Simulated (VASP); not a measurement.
A run of VASP 6.6.1 is set up as follows.

POSCAR

```
Co
1.0
    1.9939533317     -4.3550969943      0.0000000000
    1.9939533317      4.3550969943      0.0000000000
    0.0000000000      0.0000000000      2.6488525819
Co
4
Direct
    0.1353259217      0.8646740783      0.0000001849
    0.6353259217      0.3646740783      0.4999998151
    0.8646740783      0.1353259217      0.9999998151
    0.3646740783      0.6353259217      0.5000001849
```

The input INCAR.step1:

```
PREC = Accurate
ENCUT = 520
ISMEAR = 0
SIGMA = 0.1
LREAL = F
LASPH = T
NELM = 150
ISPIN = 2
MAGMOM = 2.06 2.06 2.06 2.06
LMAXMIX = 4
NBANDS = 30
GGA = PE
ALGO = Normal
EDIFF = 1E-4
LWAVE = T
LCHARG = F
```

File INCAR.step2:

```
PREC = Accurate
ENCUT = 520
EDIFF = 1E-6
ISMEAR = 0
SIGMA = 0.1
LREAL = F
LASPH = T
NELM = 150
ALGO = Normal
ISIF = 2
LWAVE = F
LCHARG = F
ISPIN = 2
MAGMOM = 2.06 2.06 2.06 2.06
LORBIT = 11
LMAXMIX = 4
METAGGA = R2SCAN
LMIXTAU = T
NBANDS = 30
ISTART = 1
```

The input KPOINTS:

```
Automatic mesh
0
Gamma
  6 6 4
```

Potentials or basis: VASP PAW PBE potentials, release 64 (Co).

Run with:

```bash
$ cat potpaw_PBE.64/Co/POTCAR > POTCAR
$ cp INCAR.step1 INCAR
$ mpirun -np 1 vasp_std > vasp.out
$ cp INCAR.step2 INCAR
$ mpirun -np 1 vasp_std > vasp.out
```

(1) Estimate the net moment.

(2) Estimate the site moments.

(3) What does it give for the pressure?

Answers

(1) 7.57 μB per cell.

(2) Co +1.95 μB.

(3) -0.2 GPa.

Caveat: the k points lie up to 0.59 Å⁻¹ apart; the PAW data sets were made with another functional, which shifts forces and pressure a little.
